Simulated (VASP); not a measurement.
# Hf: single point with PBE

Crystal: Hf.

```
Hf
1.0
     2.71719    0.00000    0.00000
    -1.35860    3.18369    0.00000
     0.00000    0.00000    5.05780
Hf
2
Direct
  0.33333 0.66667 0.25000
  0.66667 0.33333 0.75000
```

This cell differs from its parent crystal: strain -0.1500 x Voigt [1, -1, 0, 0, 0, 0].

```
Program                : VASP 6.6.1
Task                   : single point
Functional             : PBE
Potentials or basis    : VASP PAW PBE potentials, release 64 (Hf_pv)
Cutoff                 : 520 eV
k mesh                 : 18 × 18 × 10
Occupations            : gaussian, width 0.15 eV
Spin                   : no spin polarisation
Dipole correction      : no
Further INCAR settings : ALGO = Fast; EDIFF = 1e-06; NBANDS = 17
```

The pressure is 4.6 GPa. The largest force is 0.489 eV/Å. The band gap on the k mesh is zero (band 10 reaches 5.65 eV, above the bottom of band 11 at 4.15 eV).

Forces on the atoms (eV/Å):
```
Hf   0.000  0.489  0.000
Hf   0.000 -0.489  0.000
```

Stress tensor (GPa, compression positive):
```
19.77  0.00  0.00
 0.00 -8.51  0.00
 0.00  0.00  2.41
```

Levels at points of the mesh, in eV from the Fermi level:
| k point | band 6 | band 7 | band 8 | band 9 | band 10 | band 11 | band 12 | band 13 | band 14 | band 15 |
| --- | --- | --- | --- | --- | --- | --- | --- | --- | --- | --- |
| (0.00, 0.00, 0.00) | -29.39 | -7.10 | -3.50 | -0.88 | -0.09 | 0.97 | 1.57 | 1.72 | 4.50 | 4.59 |
| (0.50, 0.00, 0.00) | -29.97 | -2.63 | -2.43 | -2.21 | -0.51 | 0.43 | 2.08 | 2.81 | 4.48 | 5.19 |
| (0.00, 0.50, 0.00) | -29.40 | -3.84 | -2.92 | -1.89 | -1.45 | 0.26 | 0.64 | 3.79 | 5.85 | 6.18 |
| (0.00, 0.00, 0.50) | -29.45 | -5.11 | -5.11 | -0.79 | -0.79 | 0.04 | 0.04 | 4.07 | 4.07 | 4.21 |
| (0.50, 0.00, 0.50) | -29.98 | -2.99 | -2.99 | -0.82 | -0.82 | 2.40 | 2.40 | 2.52 | 2.52 | 4.78 |
| (0.00, 0.50, 0.50) | -29.48 | -3.67 | -3.67 | -1.28 | -1.28 | 0.39 | 0.39 | 5.22 | 5.22 | 6.07 |

It took 2.9 min on 1 thread of Intel(R) Xeon(R) 6975P-C (Granite Rapids), on a shared host, peak memory 0.42 GiB.

Caveat: the cell differs from its parent crystal (strain -0.1500 x Voigt [1, -1, 0, 0, 0, 0]); spin-orbit coupling is left out, which moves the levels of the heavy elements.
